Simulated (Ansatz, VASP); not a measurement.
## I in VASP and in Ansatz

```xyz
1
Lattice="0.0000 1.9604 1.9604 1.9604 0.0000 1.9604 1.9604 1.9604 0.0000" Properties=species:S:1:pos:R:3 pbc="T T T"
I     0.0000    0.0000    0.0000
```

Change from the starting cell: volume scaled by 0.43, LAPW.

Alike in both runs: task single point; functional PBE; k mesh 14 × 14 × 14; occupations fermi-dirac, width 0.05 eV; no spin polarisation.

|  | VASP | Ansatz |
| --- | --- | --- |
| version | VASP 6.6.1 | Ansatz 0.2.0 |
| potentials or method | VASP PAW PBE potentials, release 64 (I), cutoff 520 eV | all-electron LAPW, scalar-relativistic |

|  | VASP | Ansatz | Ansatz less VASP |
| --- | --- | --- | --- |
| pressure (GPa) | 168.8 | 169.3 | +0.48 |

Both programs put the cell under a high pressure, so it lies far from rest at this level. Ansatz ran all-electron here, and VASP with PAW potentials.

Spin-orbit coupling is off throughout. Noted on VASP's run: the cell as given lies far from equilibrium.
